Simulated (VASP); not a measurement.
Input of a VASP 6.6.1 run:

File INCAR:

```
SYSTEM = CoSi2
PREC     = Accurate       ! precision mode
ENCUT    = 520            ! plane-wave cutoff, eV
EDIFF    = 1E-6           ! SCF threshold, eV
ISMEAR   = 0              ! smearing method
SIGMA    = 0.15           ! smearing width, eV
LREAL    = .False.        ! projectors in reciprocal space
LASPH    = .True.         ! aspherical terms in the spheres
NELM     = 60             ! most SCF steps
ALGO     = Normal         ! electronic algorithm
ISIF     = 2              ! what is computed and relaxed
LWAVE    = .False.        ! write WAVECAR
LCHARG   = .False.        ! write CHGCAR
GGA      = PE             ! functional
NBANDS   = 16             ! bands
```

KPOINTS

```
regular mesh
0
Gamma
  16 16 16
  0 0 0
```

The input POSCAR:

```
CoSi2
1.0
    0.0000000000      2.6799390597      2.6799390597
    2.6799390597      0.0000000000      2.6799390597
    2.6799390597      2.6799390597      0.0000000000
Co Si
1 2
Direct
    0.0000000000      0.0000000000      0.0000000000
    0.2419212211      0.2419212211      0.2419212211
    0.7580787789      0.7580787789      0.7580787789
```

Potentials or basis: VASP PAW PBE potentials, release 64 (Co, Si).

Launch:

```sh
$ cat potpaw_PBE.64/Co/POTCAR potpaw_PBE.64/Si/POTCAR > POTCAR
$ mpirun -np 1 vasp_std > vasp.out
```

Question: Estimate the pressure.

Answer: 0.7 GPa.

Question: Predict the largest force.

Answer: 0.869 eV/Å.

Stress tensor (GPa, compression positive):
```
0.68 3.55 3.55
3.55 0.68 3.55
3.55 3.55 0.68
```

Caveat: the cell differs from its parent crystal (mode 4 (324.9 1/cm) frozen in, largest displacement +0.075 Å). Spin polarisation is off, so any magnetic state and its effect on volume and gap are missing.
